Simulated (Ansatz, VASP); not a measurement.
## P in VASP and in Ansatz

File INCAR:

```
PREC     = Accurate       # precision mode
ENCUT    = 520            # plane-wave cutoff, eV
EDIFF    = 1E-6           # SCF threshold, eV
ISMEAR   = 1              # smearing method
SIGMA    = 0.1            # smearing width, eV
LREAL    = F              # projectors in reciprocal space
LASPH    = T              # aspherical terms in the spheres
NELM     = 60             # most SCF steps
ALGO     = Normal         # electronic algorithm
ISIF     = 2              # what is computed and relaxed
LWAVE    = F              # write WAVECAR
LCHARG   = F              # write CHGCAR
GGA      = RP             # functional
IVDW     = 12             # dispersion correction
NBANDS   = 12             # bands
```

Contents of KPOINTS:

```
regular mesh
0
Gamma
  7 7 7
```

Contents of POSCAR:

```
P
1.0
    1.7207380000      0.9535380000      3.0872220000
   -1.7867410000      0.9909370000      3.1117100000
   -0.0006130000     -1.9933470000      3.1150250000
P
2
Direct
    0.7729197500      0.7729197500      0.7729197500
    0.2270802500      0.2270802500      0.2270802500
```

File input.yaml:

```yaml
crystal:
  lattice:
    - [1.720738, 0.953538, 3.087222]
    - [-1.786741, 0.990937, 3.11171]
    - [-0.000613, -1.993347, 3.115025]
  atoms:
    - { symbol: P, position: [0.77291975, 0.77291975, 0.77291975] }
    - { symbol: P, position: [0.22708025, 0.22708025, 0.22708025] }
hamiltonian:
  xc: rpbe
  pseudopotentials: { kind: nc, source: spms }
  dispersion: d3bj
kpoints:
  mp_grid: { grid: [7, 7, 7] }
  band_path:
    path:
      - [[0.5, 0.5, 0.5], [0.0, 0.0, 0.0], [0.0, -0.5, 0.0]]
      - [[0.5, 0.0, 0.5], [0.0, 0.0, 0.0], [0.0, 0.0, -0.5]]
      - [[0.5, 0.5, 0.0], [0.0, 0.0, 0.0], [0.0, -0.5, -0.5]]
      - [[0.5, 0.0, 0.0], [0.0, 0.0, 0.0]]
    npoints: 14
scf:
  occupations: { method: methfessel_paxton, width: 0.1 }
  n_extra_bands: 6
output:
  forces: true
  stress: true
  eigenvalues: true
  fatbands: false
basis:
  xc_grid: 1
```

Alike in both runs: functional RPBE; dispersion D3(BJ); k mesh 7 × 7 × 7; occupations methfessel-paxton of order 1, width 0.1 eV; no spin polarisation.

|  | VASP | Ansatz |
| --- | --- | --- |
| version | VASP 6.6.1 | Ansatz 0.2.0 |
| potentials or method | VASP PAW PBE potentials, release 64 (P) | SPMS NC |
| plane-wave cutoff (eV) | 520 | 463 |
| valence electrons in the cell | 10 | 10 |
| task | single point | band structure |

```csv
,VASP,Ansatz,Ansatz less VASP
gap on the k mesh at the Fermi level (eV),none,none,-
pressure (GPa),-17.1,-17.1,+0.05
"traceless stress, the component that is largest in VASP (GPa)",2.03,2.04,+0.008
```

VASP's potentials were made for PBE, not for RPBE. A gap of «none» marks a metal or a gap that the smearing closes.

Noted on Ansatz's run: the potentials were made for another functional, which shifts forces and pressure.
